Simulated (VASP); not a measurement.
Input of a VASP 6.6.1 run:

INCAR

```
SYSTEM = MgB2
PREC = Accurate
ENCUT = 520
EDIFF = 1E-6
ISMEAR = 0
SIGMA = 0.1
LREAL = .FALSE.
LASPH = .TRUE.
NELM = 100
ALGO = Normal
ISIF = 2
LWAVE = .FALSE.
LCHARG = .FALSE.
GGA = PE
NBANDS = 11
```

Contents of KPOINTS:

```
Automatic mesh
0
G
  18 18 14
  0 0 0
```

The input POSCAR:

```
MgB2
1.0
    3.0752548180      0.0000000000      0.0000000000
   -1.5376274090      2.6632487956      0.0000000000
    0.0000000000      0.0000000000      3.5241633738
Mg B
1 2
Direct
    0.0000000000      0.0000000000      0.0000000000
    0.6666666667      0.3333333333      0.5000000000
    0.3333333333      0.6666666667      0.5000000000
```

Potentials or basis: VASP PAW PBE potentials, release 64 (Mg, B).

Launch:

```sh
$ cat potpaw_PBE.64/Mg/POTCAR potpaw_PBE.64/B/POTCAR > POTCAR
$ mpirun -np 1 vasp_std > vasp.out
```

Q: Estimate the pressure.

A: -0.3 GPa.

Q: What does it give for the band gap on the k mesh?

A: Zero (band 4 reaches 7.09 eV, above the bottom of band 5 at 3.30 eV).

Stress tensor (GPa, compression positive):
```
-0.19  0.00  0.00
 0.00 -0.19  0.00
 0.00  0.00 -0.38
```
